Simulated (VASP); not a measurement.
# Si2SnB3: relaxation of cell and atoms with PBE

The system is Si2SnB3.

```
Si Sn B
1.0
     4.01191   -3.43591    0.00000
     4.01191    3.43591    0.00000
    -1.81824    0.00000    3.50930
Si Sn B
2 1 3
Direct
  0.00000 0.50000 0.50000
  0.50000 0.00000 0.50000
  0.50000 0.50000 0.00000
  0.88728 0.88728 0.58644
  0.11272 0.11272 0.41356
  0.00000 0.00000 0.00000
```

The cell was generated, and may not be a known phase.

* Program: VASP 6.6.1
* Task: relaxation of cell and atoms
* Functional: PBE
* Potentials or basis: VASP PAW PBE potentials, release 64 (Si, Sn_d, B)
* Cutoff: 600 eV
* k mesh: 3 × 3 × 5
* Occupations: gaussian, width 0.2 eV
* Spin: no spin polarisation
* Dipole correction: no
* Further INCAR settings: ALGO = Normal; EDIFF = 1e-06; IBRION = 2; EDIFFG = -0.08; NSW = 36; ISIF = 3

* Relaxed volume: 13.67 Å³/atom
* Relaxed cell: a = 5.344 Å, b = 5.344 Å, c = 2.925 Å, α = 89.96°, β = 89.96°, γ = 79.12°
* Space group after relaxing (to 0.1 Å): Cmmm (No. 65)
* Energy gained by relaxing: 569.6 meV/atom
* Ionic steps: 36
* Pressure after relaxing: 0.1 GPa
* Largest force after relaxing: 0.049 eV/Å
* Band gap on the k mesh: zero (an odd number of electrons rules out a gap without spin polarisation)

Forces on the atoms (eV/Å):
```
Si   0.000  0.000  0.000
Si   0.000  0.000  0.000
Sn   0.000  0.000  0.000
B   -0.004  0.000 -0.049
B    0.004  0.000  0.049
B    0.000  0.000  0.000
```

Stress tensor (GPa, compression positive):
```
 0.07  0.00  0.08
 0.00  0.12  0.00
 0.08  0.00 -0.01
```

The path:
```
step  energy change (eV)  largest force (eV/Å)  pressure (GPa)  volume (Å³)
   1              0.0000                4.5038            7.74        96.75
   2             -0.2404                2.7965           -9.95       107.55
   3             -0.7645                1.7400           -3.68       101.89
   4             -0.7657                1.7040           -3.40       101.72
   5             -1.2668                1.2234           -4.11        98.62
   6              1.7257               21.6822           11.37        88.50
   7             -1.3442                1.1105           -3.57        97.73
   8             -1.4402                3.1651           -1.28        93.24
   9             -1.5446                0.3546           -3.20        95.72
  10             -1.5659                0.9989           -2.75        94.84
  11             -1.7844                1.5161            1.80        89.21
  12             -1.8183                2.0053            4.46        86.57
  13             -1.9540                1.6243            4.33        85.68
  14             -2.2399                0.6918            4.87        82.76
  15             -2.4696                2.7463           11.32        75.85
  16             -2.4357                1.5385            6.29        79.70
  17             -2.5472                2.1924            8.40        77.73
  18             -2.6750                2.3541            7.49        77.70
  19             -2.7226                2.5318            7.13        77.61
  20             -2.6370                2.8177            7.40        77.21
  21             -2.7260                2.6134            7.08        77.56
  22             -2.8914                2.2541            5.07        78.50
  23             -3.1911                1.2821            0.29        81.35
  24             -3.0463                1.9228           -3.67        87.13
  25             -3.2383                0.9386           -1.97        83.46
  26             -3.2401                0.9425           -1.66        83.10
  27             -3.2801                0.8112           -1.32        82.86
  28             -3.3607                0.4521           -0.08        82.10
  29             -3.3271                1.1176            3.18        80.53
  30             -3.3799                0.4575            1.01        81.53
  31             -3.4017                0.0850            0.08        82.00
  32             -3.4051                0.1487           -0.47        82.30
  33             -3.4126                0.1010           -0.24        82.16
  34             -3.4162                0.1068            0.06        81.99
  35             -3.4162                0.1133            0.10        81.97
  36             -3.4174                0.0494            0.06        82.03
```

Final structure:
```
Si Sn B
1.0
     3.99735   -3.40358    0.99794
     3.99735    3.40358    0.99794
    -0.70584    0.00000    2.83852
Si Sn B
2 1 3
Direct
  0.00000 0.50000 0.50000
  0.50000 0.00000 0.50000
  0.50000 0.50000 0.00000
  0.89293 0.89293 0.50138
  0.10707 0.10707 0.49862
  0.00000 0.00000 0.00000
```

Levels at points of the mesh, in eV from the Fermi level:
```
           k point  band 13  band 14  band 15  band 16  band 17  band 18
(0.00, 0.00, 0.00)    -3.42    -2.19     1.15     2.99     3.92     4.17
```

Run time: 6.8 min on 1 thread of AMD EPYC 9R45 96-Core Processor (Zen 5) (shared host), peak memory 0.23 GiB.

Caveat: the k points lie up to 0.43 Å⁻¹ apart in the final cell, too coarse for converged energies and pressures of a metal; the volume moved by over 15 % at a fixed basis, so the end points are rough; spin-orbit coupling is left out, which moves the levels of the heavy elements; an odd number of electrons without spin polarisation forces a metal; a magnetic or distorted state may lie lower; the relaxation stopped at a loose force limit of 0.08 eV/Å, so its end isn't a converged minimum.
